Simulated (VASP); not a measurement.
SiC3: relaxation of cell and atoms with PBE

SiC3:

```
Si C
1.0
     3.21232    0.00000    0.00000
     0.00000    3.21232    0.00000
     0.00000    0.00000    3.21232
Si C
1 3
Cartesian
  0.0000 0.0000 0.0000
  1.6062 0.0000 1.6062
  0.0000 1.6062 1.6062
  1.6062 1.6062 0.0000
```

```yaml
Program: VASP 6.6.1
Task: relaxation of cell and atoms
Functional: PBE
Potentials_or_basis: VASP PAW PBE potentials, release 64 (Si, C)
Cutoff: 600 eV
k_mesh: 14 × 14 × 14
Occupations: gaussian, width 0.1 eV
Spin: no spin polarisation
Dipole_correction: no
Further_INCAR_settings: ALGO = Normal; EDIFF = 1e-06; IBRION = 2; EDIFFG = -0.01; NSW = 100; ISIF = 3
```

```yaml
Relaxed_volume: 8.21 Å³/atom
Relaxed_cell: a = 3.202 Å, b = 3.202 Å, c = 3.202 Å, α = 90.00°, β = 90.00°, γ = 90.00°
Space_group_after_relaxing_to_0.05_Å: Pm-3m (No. 221)
Energy_gained_by_relaxing: 0.4 meV/atom
Ionic_steps: 3
Pressure_after_relaxing: 0.0 GPa
Band_gap_on_the_k_mesh: zero (band 8 reaches 11.01 eV, above the bottom of band 9 at 7.60 eV)
```

Step by step:
```tsv
step	energy change (eV)	largest force (eV/Å)	pressure (GPa)	volume (Å³)
1	0.0000	0.0000	-1.55	33.15
2	-0.0015	0.0000	0.34	32.76
3	-0.0016	0.0000	0.00	32.83
```

Final structure:
```
Si C
1.0
     3.20204    0.00000    0.00000
     0.00000    3.20204    0.00000
     0.00000    0.00000    3.20204
Si C
1 3
Direct
  0.00000 0.00000 0.00000
  0.50000 0.00000 0.50000
  0.00000 0.50000 0.50000
  0.50000 0.50000 0.00000
```

Levels at points of the mesh, in eV from the Fermi level:
| k point | band 6 | band 7 | band 8 | band 9 | band 10 | band 11 |
| --- | --- | --- | --- | --- | --- | --- |
| (0.00, 0.00, 0.00) | -6.68 | -1.47 | 1.18 | 1.18 | 1.18 | 3.59 |
| (0.50, 0.00, 0.00) | -3.18 | -3.18 | -2.25 | -2.24 | 0.03 | 3.61 |
| (0.50, 0.50, 0.00) | -1.76 | -1.13 | -0.80 | -0.80 | -0.69 | 2.58 |
| (0.50, 0.50, 0.50) | -8.79 | -8.12 | -5.62 | 4.95 | 4.95 | 4.95 |

Wall time 36 s on 1 thread of Intel(R) Xeon(R) 6975P-C (Granite Rapids), on a shared host, peak memory 0.18 GiB.
